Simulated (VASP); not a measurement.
**Co: single point with BLYP+D3(BJ)**

Co:

```
Co
1.0
     2.47649    0.00000    0.00000
    -1.23824    2.14470    0.00000
     0.00000    0.00000    8.00258
Co
4
Direct
  0.66667 0.33333 0.75000
  0.00000 0.00000 0.50000
  0.33333 0.66667 0.25000
  0.00000 0.00000 0.00000
```

- Program: VASP 6.6.1
- Task: single point
- Functional: BLYP
- Dispersion: D3(BJ)
- Potentials or basis: VASP PAW PBE potentials, release 64 (Co)
- Cutoff: 600 eV
- k mesh: 12 × 12 × 4
- Occupations: fermi-dirac, width 0.05 eV
- Spin: collinear spin, ferromagnetic start
- Starting moments: [2.0, 2.0, 2.0, 2.0] μB
- Dipole correction: no
- Further INCAR settings: ALGO = Normal; EDIFF = 1e-06; NBANDS = 30

The pressure is -0.7 GPa. The net moment is 6.37 μB per cell, the site moments are Co +1.61, +1.59 (each value once) μB and the valence electrons inside the program's atomic spheres are Co 8.34. The dispersion energy per atom is -0.974 eV.

Levels at points of the mesh, in eV from the Fermi level:
Spin up:
```tsv
k point	band 17	band 18	band 19	band 20	band 21	band 22	band 23	band 24	band 25	band 26
(0.00, 0.00, 0.00)	-1.80	-1.46	-1.46	-1.12	-1.12	-0.71	-0.71	0.09	6.58	15.40
(0.50, 0.00, 0.00)	-0.59	-0.50	-0.47	-0.45	0.45	1.58	2.64	3.25	7.16	7.20
(0.00, 0.00, 0.50)	-1.61	-1.61	-1.61	-1.61	-0.89	-0.89	-0.89	-0.89	9.70	9.70
(0.50, 0.00, 0.50)	-0.65	-0.65	-0.51	-0.51	1.41	1.41	2.97	2.97	7.55	7.55
```
Spin down:
```csv
k point,band 12,band 13,band 14,band 15,band 16,band 17
"(0.00, 0.00, 0.00)",-0.89,-0.89,-0.85,-0.85,-0.01,-0.01
"(0.50, 0.00, 0.00)",-0.16,-0.12,0.72,1.15,1.19,1.21
"(0.00, 0.00, 0.50)",-1.11,-1.01,-1.01,-1.01,-1.01,0.19
"(0.50, 0.00, 0.50)",-0.78,-0.20,-0.20,0.80,0.80,1.16
```

Run time: 5 min on 1 thread of Oxide Virtual Turin-like Processor (shared host), peak memory 0.24 GiB.

Caveat: the PAW data sets were made with another functional, which shifts forces and pressure a little.
